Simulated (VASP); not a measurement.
# BaTe (Fm-3m) in VASP: settings compared

The runs below take BaTe through relaxation of the atoms, relaxation of cell and atoms, with r2SCAN, PBEsol, LDA.

All numbers are computed with VASP 6.6.1; they aren't measurements. Logs are shortened: lines on timing, memory, paths and dates and some standing lists are left out, and cuts for length are marked.

## Step 1: The cell of the first run

It takes space group Fm-3m (No. 225, cubic). The conventional cell has a = 7.202 Å, b = 7.202 Å, c = 7.202 Å, α = 90.00°, β = 90.00°, γ = 90.00°. Within 4.7 Å of Ba (site symmetry m-3m) lie 6 Te at 3.60 Å. Te (site symmetry m-3m) has 6 Ba at 3.60 Å within 4.7 Å.

## Step 2: Relaxation of the atoms, r2SCAN

Contents of POSCAR:

```
BaTe
1.0
    0.0000000000      3.6008680900      3.6008680900
    3.6008680900      0.0000000000      3.6008680900
    3.6008680900      3.6008680900      0.0000000000
Ba Te
1 1
Direct
    0.0000000000      0.0000000000      0.0000000000
    0.5000000000      0.5000000000      0.5000000000
```

Contents of INCAR.step1:

```
PREC = Accurate
ENCUT = 520
ISMEAR = -1
SIGMA = 0.02
LREAL = False
LASPH = True
NELM = 100
GGA = PE
ALGO = Normal
EDIFF = 1E-4
LWAVE = True
LCHARG = False
```

Contents of INCAR.step2:

```
PREC = Accurate
ENCUT = 520
EDIFF = 1E-6
ISMEAR = -1
SIGMA = 0.02
LREAL = False
LASPH = True
NELM = 100
ALGO = Normal
ISIF = 2
LWAVE = False
LCHARG = False
METAGGA = R2SCAN
LMIXTAU = True
IBRION = 2
NSW = 50
EDIFFG = -0.01
ISTART = 1
```

Contents of KPOINTS:

```
Automatic mesh
0
Gamma
  8 8 8
```

Potentials or basis: VASP PAW PBE potentials, release 64 (Ba_sv, Te).

On the command line:

```
> cat potpaw_PBE.64/Ba_sv/POTCAR potpaw_PBE.64/Te/POTCAR > POTCAR
> cp INCAR.step1 INCAR
> mpirun -np 1 vasp_std > vasp.out
> cp INCAR.step2 INCAR
> mpirun -np 1 vasp_std > vasp.out
```

OUTCAR:

```text
PREC = Accurate
   ENCUT = 520
   EDIFF = 1E-6
   ISMEAR = -1
   LREAL = False
   LASPH = True
   NELM = 100
   ISIF = 2
   METAGGA = R2SCAN
   IBRION = 2
   NSW = 50
   EDIFFG = -0.01
   ISTART = 1

 ion  position               nearest neighbor table
   1  0.000  0.000  0.000-   2 3.60   2 3.60   2 3.60   2 3.60   2 3.60   2 3.60
   2  0.500  0.500  0.500-   1 3.60   1 3.60   1 3.60   1 3.60   1 3.60   1 3.60

  LATTYP: Found a face centered cubic cell.
 ALAT       =     7.2017361800

  Lattice vectors:

 A1 = (   0.0000000000,   3.6008680900,   3.6008680900)
 A2 = (   3.6008680900,   0.0000000000,   3.6008680900)
 A3 = (   3.6008680900,   3.6008680900,   0.0000000000)

Analysis of symmetry for initial positions (statically):
=====================================================================
 Subroutine PRICEL returns:
 Original cell was already a primitive cell.

 Routine SETGRP: Setting up the symmetry group for a
 face centered cubic supercell.

 Subroutine GETGRP returns: Found 48 space group operations
 (whereof 48 operations were pure point group operations)
 out of a pool of 48 trial point group operations.

The static configuration has the point symmetry O_h .

Analysis of symmetry for dynamics (positions and initial velocities):
=====================================================================
 Subroutine PRICEL returns:
 Original cell was already a primitive cell.

 Routine SETGRP: Setting up the symmetry group for a
 face centered cubic supercell.

 Subroutine GETGRP returns: Found 48 space group operations
 (whereof 48 operations were pure point group operations)
 out of a pool of 48 trial point group operations.

The dynamic configuration has the point symmetry O_h .

 Subroutine INISYM returns: Found 48 space group operations
 (whereof 48 operations are pure point group operations),
 and found     1 'primitive' translations

----------------------------------------------------------------------------------------

                                     Primitive cell

  volume of cell :      93.3795

  direct lattice vectors                    reciprocal lattice vectors
     0.000000000  3.600868090  3.600868090    -0.138855406  0.138855406  0.138855406
     3.600868090  0.000000000  3.600868090     0.138855406 -0.138855406  0.138855406
     3.600868090  3.600868090  0.000000000     0.138855406  0.138855406 -0.138855406

  length of vectors
     5.092396489  5.092396489  5.092396489     0.240504618  0.240504618  0.240504618

  position of ions in fractional coordinates (direct lattice)
     0.000000000  0.000000000  0.000000000
     0.500000000  0.500000000  0.500000000

  ion indices of the primitive-cell ions
   primitive index   ion index
                 1           1
                 2           2

----------------------------------------------------------------------------------------

 KPOINTS: Automatic mesh

Automatic generation of k-mesh.
 Grid dimensions read from file:
 generate k-points for:    8    8    8

 Generating k-lattice:

  Cartesian coordinates                     Fractional coordinates (reciprocal lattice)
    -0.017356926  0.017356926  0.017356926     0.125000000  0.000000000  0.000000000
     0.017356926 -0.017356926  0.017356926     0.000000000  0.125000000  0.000000000
     0.017356926  0.017356926 -0.017356926     0.000000000  0.000000000  0.125000000

  Length of vectors
     0.030063077  0.030063077  0.030063077

  Shift w.r.t. Gamma in fractional coordinates (k-lattice)
     0.000000000  0.000000000  0.000000000

 Subroutine IBZKPT returns following result:
 ===========================================

 Found     29 irreducible k-points:

 Following reciprocal coordinates:
            Coordinates               Weight
  0.000000  0.000000  0.000000      1.000000
  0.125000  0.000000  0.000000      8.000000
  0.250000  0.000000  0.000000      8.000000
  0.375000  0.000000  0.000000      8.000000
  0.500000  0.000000  0.000000      4.000000
  0.125000  0.125000  0.000000      6.000000
[... 16 lines left out ...]
  0.500000  0.250000  0.125000     48.000000
 -0.375000  0.250000  0.125000     24.000000
 [... further k-points ...]
   k-points           NKPTS =     29   k-points in BZ     NKDIM =     29   number of bands    NBANDS=     12
   number of dos      NEDOS =    301   number of ions     NIONS =      2
   total plane-waves  NPLWV =  64000
   dimension x,y,z NGX =    40 NGY =   40 NGZ =   40
   dimension x,y,z NGXF=    80 NGYF=   80 NGZF=   80
   ions per type =               1   1
   NGX,Y,Z   is equivalent  to a cutoff of  13.06, 13.06, 13.06 a.u.
   NGXF,Y,Z  is equivalent  to a cutoff of  26.12, 26.12, 26.12 a.u.
 SYSTEM =  unknown system
   PREC   = accura    normal or accurate (medium, high low for compatibility)
   ISTART =      1    job   : 0-new  1-cont  2-samecut
   ICHARG =      0    charge: 1-file 2-atom 10-const
   ISPIN  =      1    spin polarized calculation?
   LNONCOLLINEAR =      F non collinear calculations
   LSORBIT =      F    spin-orbit coupling
   LASPH  =      T    aspherical Exc in radial PAW
   ENCUT  =  520.0 eV  38.22 Ry    6.18 a.u.   9.47  9.47  9.47*2*pi/ulx,y,z
   NELM   =    100;   NELMIN=  2; NELMDL=  0     # of ELM steps
   EDIFF  = 0.1E-05   stopping-criterion for ELM
   LREAL  =      F    real-space projection
   EDIFFG = -.1E-01   stopping-criterion for IOM
   NSW    =     50    number of steps for IOM
   IBRION =      2    ionic relax: 0-MD 1-quasi-New 2-CG
   NFREE  =      1    steps in history (QN), initial steepest desc. (CG)
   ISIF   =      2    stress and relaxation
   ISYM   =      2    0-nonsym 1-usesym 2-fastsym
   POTIM  = 0.5000    time-step for ionic-motion
   TEBEG  =    0.0;   TEEND  =   0.0 temperature during run
   PSTRESS=    0.0 pullay stress
   NELECT =      16.0000    total number of electrons
   NUPDOWN=      -1.0000    fix difference up-down
   EMIN   =  10.00;   EMAX   =-10.00  energy-range for DOS
   EFERMI =   0.00;   METHOD = LEGACY
   ISMEAR =    -1;   SIGMA  =   0.02  broadening in eV -4-tet -1-fermi 0-gaus
   EFERMI_NEDOS =   21; number of points for ismear=-14 and -15
   IALGO  =     38    algorithm
   IMIX   =      4    mixing-type and parameters
     AMIX     =   0.40;   BMIX     =  1.00
     AMIX_MAG =   1.60;   BMIX_MAG =  1.00
  volume/ion in A,a.u.               =      46.69       315.08
  Fermi-wavevector in a.u.,A,eV,Ry     =   0.909280  1.718290 11.249161  0.826790
  Thomas-Fermi vector in A             =   2.033306
   LORBIT       =      0    0 simple, 1 ext, 2 COOP (PROOUT), +10 PAW based schemes
   METAGGA = R2SCAN    functional components
   LHFCALC =     F    Hartree Fock is set to
   AEXX    =    0.0000 exact exchange contribution
   IVDW    =     0    specifies the selected vdW correction
   LEPSILON=     F    determine dielectric tensor
   LRPA    =     F    only Hartree local field effects (RPA)
 conjugate gradient relaxation of ions
 non-spin polarized calculation
  energy-cutoff  :      520.00
  volume of cell :       93.38
 maximum number of plane-waves:      2565
 NGX is ok and might be reduce to    40
   NGX = 19   NGY = 19   NGZ = 19

 number of electron      16.0000000 magnetization

 Free energy of the ion-electron system (eV)
  ---------------------------------------------------
  ext. energy  EPLUGINS =         0.00000000
  ---------------------------------------------------
  free energy    TOTEN  =       -56.01067801 eV

  energy without entropy =      -56.01067801  energy(sigma->0) =      -56.01067801

 E-fermi :   2.0082     XC(G=0):  -8.2763

 val. band max:        1.5530609744   @ k =   0.0000   0.0000   0.0000
 cond. band min:       3.5915513261   @ k =   0.5000   0.5000   0.0000
 fundamental gap:      2.0384903517
 Fermi energy:         2.0082483175

 k-point     1 :       0.0000    0.0000    0.0000
  band No.  band energies     occupation
      1     -26.4989      2.00000
      2     -11.2053      2.00000
      3     -11.2053      2.00000
      4     -11.2053      2.00000
      5      -8.0792      2.00000
      6       1.5531      2.00000
      7       1.5531      2.00000
      8       1.5531      2.00000
      9       4.7846      0.00000
     10       4.9306      0.00000
     11       4.9306      0.00000
     12       4.9306      0.00000

 k-point     2 :       0.1250    0.0000    0.0000
  band No.  band energies     occupation
      1     -26.4977      2.00000
      2     -11.2519      2.00000
      3     -11.2065      2.00000
      4     -11.2065      2.00000
      5      -7.9957      2.00000
      6       1.1149      2.00000
      7       1.3646      2.00000
      8       1.3646      2.00000
      9       4.9220      0.00000
     10       5.1145      0.00000
     11       5.1145      0.00000
     12       5.4082      0.00000

 k-point     3 :       0.2500    0.0000    0.0000
  band No.  band energies     occupation
      1     -26.4946      2.00000
      2     -11.3569      2.00000
      3     -11.2095      2.00000
      4     -11.2095      2.00000
      5      -7.7974      2.00000
      6       0.3522      2.00000
      7       0.9965      2.00000
      8       0.9965      2.00000
      9       5.0840      0.00000
     10       5.6061      0.00000
     11       5.6061      0.00000
     12       6.5643      0.00000
[... 286 lines left out ...]
 k-point    23 :       0.5000    0.2500    0.1250
  band No.  band energies     occupation
      1     -26.4899      2.00000
      2     -11.4086      2.00000
      3     -11.2592      2.00000
      4     -11.2258      2.00000
      5      -7.6688      2.00000
      6      -0.0379      2.00000
      7       0.6715      2.00000
      8       0.8437      2.00000
      9       5.0448      0.00000
     10       6.3946      0.00000
     11       6.7146      0.00000
     12       6.8526      0.00000

 k-point    24 :      -0.3750    0.2500    0.1250
  band No.  band energies     occupation
      1     -26.4889      2.00000
      2     -11.4269      2.00000
      3     -11.2609      2.00000
      4     -11.2325      2.00000
      5      -7.6330      2.00000
      6      -0.0794      2.00000
      7       0.6273      2.00000
      8       0.6787      2.00000
      9       5.6244      0.00000
     10       5.8860      0.00000
     11       7.0485      0.00000
     12       7.2766      0.00000

 [... further k-points ...]

------------------------ aborting loop because EDIFF is reached ----------------------------------------

  FORCE on cell =-STRESS in cart. coord.  units (eV):
  Direction    XX          YY          ZZ          XY          YZ          ZX
  --------------------------------------------------------------------------------------
  -------------------------------------------------------------------------------------
  Total       -0.7680997     -0.7680997     -0.7680997      0.0000000     -0.0000000     -0.0000000
  in kB      -13.1788212    -13.1788212    -13.1788212      0.0000000     -0.0000000     -0.0000000
  external PRESSURE =     -13.1788212 kB  Pullay stress =       0.0000000 kB

 VOLUME and BASIS-vectors are now :
 -----------------------------------------------------------------------------
  energy-cutoff  :      520.00
  volume of cell :       93.38
      direct lattice vectors                 reciprocal lattice vectors
     0.000000000  3.600868090  3.600868090    -0.138855406  0.138855406  0.138855406
     3.600868090  0.000000000  3.600868090     0.138855406 -0.138855406  0.138855406
     3.600868090  3.600868090  0.000000000     0.138855406  0.138855406 -0.138855406

 POSITION                                       TOTAL-FORCE (eV/Angst)
 -----------------------------------------------------------------------------------
      0.00000      0.00000      0.00000         0.000000      0.000000      0.000000
      3.60087      3.60087      3.60087        -0.000000     -0.000000     -0.000000
 -----------------------------------------------------------------------------------
    total drift:                                0.000000     -0.000000     -0.000000

  FREE ENERGIE OF THE ION-ELECTRON SYSTEM (eV)
  ---------------------------------------------------
  free  energy   TOTEN  =       -56.0106780122 eV

  energy  without entropy=      -56.0106780122  energy(sigma->0) =      -56.01067801

 reached required accuracy - stopping structural energy minimisation
```

Run time: 2 min. Hardware: 1 thread of Intel Xeon Platinum 8259CL at 2.50GHz (Skylake/Cascade Lake), shared host; peak memory 0.27 GiB.

Results:

- Free energy: -56.0107 eV
- Pressure after relaxing: -1.3 GPa
- Band gap on the k mesh: 2.04 eV (least direct gap 2.42 eV)

Final structure:
```yaml
crystal:
  lattice:
    - [0.00000, 3.60087, 3.60087]
    - [3.60087, 0.00000, 3.60087]
    - [3.60087, 3.60087, 0.00000]
  atoms:
    - { symbol: Ba, position: [0.00000, 0.00000, 0.00000] }
    - { symbol: Te, position: [0.50000, 0.50000, 0.50000] }
```

Levels at points of the mesh, in eV from the valence-band top:
| k point | band 6 | band 7 | band 8 | band 9 | band 10 | band 11 |
| --- | --- | --- | --- | --- | --- | --- |
| (0.00, 0.00, 0.00) | 0.00 | 0.00 | 0.00 | 3.23 | 3.38 | 3.38 |
| (0.50, 0.00, 0.00) | -2.00 | -0.96 | -0.96 | 4.51 | 5.04 | 5.21 |
| (0.50, 0.50, 0.00) | -1.11 | -0.38 | -0.38 | 2.04 | 4.80 | 4.97 |

Caveat: the relaxation stopped at its first step, so nothing moved; the PAW data sets were made with another functional, which shifts forces and pressure a little; spin-orbit coupling is left out, which moves the levels of the heavy elements. r2SCAN opens gaps a little over a GGA but as a rule still falls short of measured ones.

## Step 3: Relaxation of cell and atoms, PBEsol

This run uses another cell than the first one, of 39.65 Å³/atom.

Contents of INCAR:

```
SYSTEM = BaTe
ALGO = Normal ; EDIFF = 1E-7
EDIFFG = -0.01 ; ENCUT = 600
GGA = PS ; IBRION = 2
ISIF = 3 ; ISMEAR = -1
LASPH = .TRUE. ; LCHARG = .FALSE.
LREAL = .FALSE. ; LWAVE = .FALSE.
NELM = 100 ; NSW = 80
PREC = Accurate ; SIGMA = 0.02
```

Contents of KPOINTS:

```
k-points
0
G
  8 8 8
  0 0 0
```

Contents of POSCAR:

```
BaTe
1.0
    0.0000000000      3.4100000000      3.4100000000
    3.4100000000      0.0000000000      3.4100000000
    3.4100000000      3.4100000000      0.0000000000
Ba Te
1 1
Direct
    0.0000000000      0.0000000000      0.0000000000
    0.5000000000      0.5000000000      0.5000000000
```

Potentials or basis: VASP PAW PBE potentials, release 64 (Ba_sv, Te).

On the command line:

```
> cat potpaw_PBE.64/Ba_sv/POTCAR potpaw_PBE.64/Te/POTCAR > POTCAR
> mpirun -np 1 vasp_std > vasp.out
```

It took 3.2 min on 1 thread of AMD EPYC 9755, shared host; peak memory 0.22 GiB.

The run converged. Its results:

```
Free energy                           : -9.1918 eV
Relaxed volume                        : 42.29 Å³/atom
Relaxed cell                          : a = 4.927 Å, b = 4.927 Å, c = 4.927 Å, α = 60.00°, β = 60.00°, γ = 60.00°
Space group after relaxing (to 0.1 Å) : Fm-3m (No. 225)
Energy gained by relaxing             : 18.5 meV/atom
Ionic steps                           : 3
Pressure after relaxing               : 0.0 GPa
Band gap on the k mesh                : 1.40 eV (least direct gap 1.79 eV)
```

Step by step:
```tsv
step	energy change (eV)	largest force (eV/Å)	pressure (GPa)	volume (Å³)
1	0.0000	0.0000	2.37	79.30
2	-0.0340	0.0000	-0.58	86.22
3	-0.0369	0.0000	0.01	84.59
```

Final structure:
```
CELL_PARAMETERS angstrom
0.00000 3.48413 3.48413
3.48413 0.00000 3.48413
3.48413 3.48413 0.00000
ATOMIC_POSITIONS crystal
Ba 0.00000 0.00000 0.00000
Te 0.50000 0.50000 0.50000
```

Levels at points of the mesh, in eV from the valence-band top:
```tsv
k point	band 4	band 5	band 6	band 7	band 8	band 9	band 10	band 11	band 12
(0.00, 0.00, 0.00)	-12.09	-9.61	0.00	0.00	0.00	2.81	2.86	2.86	2.86
(0.50, 0.00, 0.00)	-12.10	-8.82	-2.32	-1.17	-1.17	4.09	4.73	4.88	4.88
(0.50, 0.50, 0.00)	-12.18	-9.40	-1.16	-0.39	-0.39	1.40	4.44	4.59	5.63
```

Caveat: the PAW data sets were made with another functional, which shifts forces and pressure a little; spin-orbit coupling is left out, which moves the levels of the heavy elements.

## Step 4: Relaxation of cell and atoms, LDA

This run uses another cell than the first one, of 39.65 Å³/atom.

Contents of INCAR:

```
  PREC = Accurate
  ENCUT = 600
  EDIFF = 1E-7
  ISMEAR = -1
  SIGMA = 0.02
  LREAL = False
  LASPH = True
  NELM = 100
  ALGO = Normal
  ISIF = 3
  LWAVE = False
  LCHARG = False
  IBRION = 2
  NSW = 80
  EDIFFG = -0.01
```

Contents of KPOINTS:

```
Automatic mesh
0
Gamma
  8 8 8
```

POSCAR is that of step 3.

Potentials or basis: VASP PAW LDA potentials, release 64 (Ba_sv, Te).

On the command line:

```
> cat potpaw_LDA.64/Ba_sv/POTCAR potpaw_LDA.64/Te/POTCAR > POTCAR
> mpirun -np 1 vasp_std > vasp.out
```

It took 2.1 min on 1 thread of AMD EPYC 9755, shared host; peak memory 0.18 GiB.

It converged, with:

```yaml
Free_energy: -9.6120 eV
Relaxed_volume: 40.98 Å³/atom
Relaxed_cell: a = 4.876 Å, b = 4.876 Å, c = 4.876 Å, α = 60.00°, β = 60.00°, γ = 60.00°
Space_group_after_relaxing_to_0.1_Å: Fm-3m (No. 225)
Energy_gained_by_relaxing: 5.0 meV/atom
Ionic_steps: 3
Pressure_after_relaxing: 0.0 GPa
Band_gap_on_the_k_mesh: 1.29 eV (least direct gap 1.67 eV)
```

Step by step:
```
step  energy change (eV)  largest force (eV/Å)  pressure (GPa)  volume (Å³)
   1              0.0000                0.0000            1.24        79.30
   2             -0.0088                0.0000           -0.38        82.87
   3             -0.0099                0.0000            0.00        81.95
```

Final structure:
```cif
data_structure
_symmetry_space_group_name_H-M 'P 1'
_symmetry_Int_Tables_number 1
_cell_length_a 4.8756
_cell_length_b 4.8756
_cell_length_c 4.8756
_cell_angle_alpha 60.000
_cell_angle_beta 60.000
_cell_angle_gamma 60.000
_cell_volume 81.95
loop_
_atom_site_label
_atom_site_type_symbol
_atom_site_fract_x
_atom_site_fract_y
_atom_site_fract_z
_atom_site_occupancy
Ba1 Ba 0.00000 0.00000 0.00000 1
Te1 Te 0.50000 0.50000 0.50000 1
```

Levels at points of the mesh, in eV from the valence-band top:
```
           k point  band 5  band 6  band 7  band 8  band 9  band 10  band 11  band 12
(0.00, 0.00, 0.00)   -9.71    0.00    0.00    0.00    2.78     2.78     2.78     2.87
(0.50, 0.00, 0.00)   -8.82   -2.42   -1.25   -1.25    4.14     4.74     4.87     4.87
(0.50, 0.50, 0.00)   -9.49   -1.15   -0.38   -0.38    1.29     4.45     4.66     5.72
```

Caveat: spin-orbit coupling is left out, which moves the levels of the heavy elements.

## Step 5: Overview

| task | level | potentials or basis | cell | cutoff (eV) | gap on the mesh (eV) | pressure (GPa) | relaxed volume (Å³/atom) |
| --- | --- | --- | --- | --- | --- | --- | --- |
| relaxation of the atoms | r2SCAN | VASP PAW PBE potentials, release 64 (Ba_sv, Te) | atoms relaxed from a = 5.092 Å, angles 60.0°, 2 atoms | 520 | 2.04 | -1.3 | - |
| relaxation of cell and atoms | PBEsol | VASP PAW PBE potentials, release 64 (Ba_sv, Te) | relaxed from a = 4.822 Å, angles 60.0°, 2 atoms | 600 | 1.40 | 0.0 | 42.29 |
| relaxation of cell and atoms | LDA | VASP PAW LDA potentials, release 64 (Ba_sv, Te) | relaxed from a = 4.822 Å, angles 60.0°, 2 atoms | 600 | 1.29 | 0.0 | 40.98 |

Alike in all rows: no spin polarisation; k mesh 8 × 8 × 8; smearing fermi-dirac 0.02 eV.

Caveats: spin-orbit coupling is left out, which moves the levels of the heavy elements; the PAW data sets were made with another functional, which shifts forces and pressure a little (at least some runs); the relaxation stopped at its first step, so nothing moved (at least some runs).

Absolute energies hang on the potentials; compare differences alone.
